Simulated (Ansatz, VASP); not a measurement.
**Two plane-wave programs on TiN**

```
CELL_PARAMETERS angstrom
0.00000 2.08635 2.08635
2.08635 0.00000 2.08635
2.08635 2.08635 0.00000
ATOMIC_POSITIONS crystal
Ti 0.00000 0.00000 0.00000
N 0.50000 0.50000 0.50000
```

Alike in both runs: functional LDA; k mesh 8 × 8 × 8; occupations gaussian, width 0.1 eV; no spin polarisation.

Ansatz relaxed the structure, and its values are those at the end. VASP's run is a single point on that final structure, the one shown.

```csv
,VASP,Ansatz
version,VASP 6.6.1,Ansatz 0.2.0
potentials or method,"VASP PAW LDA potentials, release 64 (Ti_sv, N), cutoff 600 eV","scalar-relativistic, plane waves, PAW"
valence electrons in the cell,17,17
```

|  | VASP | Ansatz | Ansatz less VASP |
| --- | --- | --- | --- |
| gap on the k mesh at the Fermi level (eV) | none | none | - |
| pressure (GPa) | 1.0 | -0.1 | -1.04 |

LDA's correlation is that of Perdew and Zunger in VASP and of Perdew and Wang (1992) in Ansatz. A gap of «none» marks a metal or a gap that the smearing closes.
